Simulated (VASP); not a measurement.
# HgTe: single point with PBEsol

The system is HgTe.

```
Hg Te
1.0
    -2.95036    2.95036    1.66171
     2.95036   -2.95036    1.66171
     2.95036    2.95036   -1.66171
Hg Te
1 1
Direct
  0.25000 0.75000 0.50000
  0.00000 0.00000 0.00000
```

This cell differs from its parent crystal: ratio of the length along z to the lengths across it x 1.1, volume and fractional coordinates fixed.

* Program: VASP 6.6.1
* Task: single point
* Functional: PBEsol
* Potentials or basis: VASP PAW PBE potentials, release 64 (Hg, Te)
* Cutoff: 520 eV
* k mesh: 18 × 18 × 18
* Occupations: gaussian, width 0.15 eV
* Spin: no spin polarisation
* Dipole correction: no
* Further INCAR settings: ALGO = Normal; EDIFF = 1e-07; NBANDS = 16

| Quantity | Value |
| --- | --- |
| Pressure | -3.5 GPa |
| Band gap on the k mesh | zero (bands 9 and 10 overlap by 3.97 eV) |

Stress tensor (GPa, compression positive):
```
-3.35  0.00  0.00
 0.00 -3.35  0.00
 0.00  0.00 -3.89
```

Levels at points of the mesh, in eV from the Fermi level:
```
           k point  band 5  band 6  band 7  band 8  band 9  band 10  band 11  band 12  band 13  band 14
(0.00, 0.00, 0.00)   -6.40   -6.40   -2.99   -2.16   -2.16     2.31     4.85     7.53     7.53     8.15
(0.50, 0.00, 0.00)   -6.50   -6.35   -4.45   -2.16   -1.44    -0.39     3.43     3.62     5.89     8.47
(0.50, 0.50, 0.00)   -6.35   -6.31   -6.09   -0.53    1.76     2.16     2.32     3.69     7.79     8.80
(0.50, 0.50, 0.50)   -6.35   -6.07   -4.31   -4.31   -4.26     1.89     5.79     8.79     8.79    12.34
```

Wall time 11 min on 1 thread of AMD EPYC 7R13 (shared host), peak memory 0.58 GiB.

Caveat: the cell stands under tension; the PAW data sets were made with another functional, which shifts forces and pressure a little; spin-orbit coupling is left out, which moves the levels of the heavy elements.
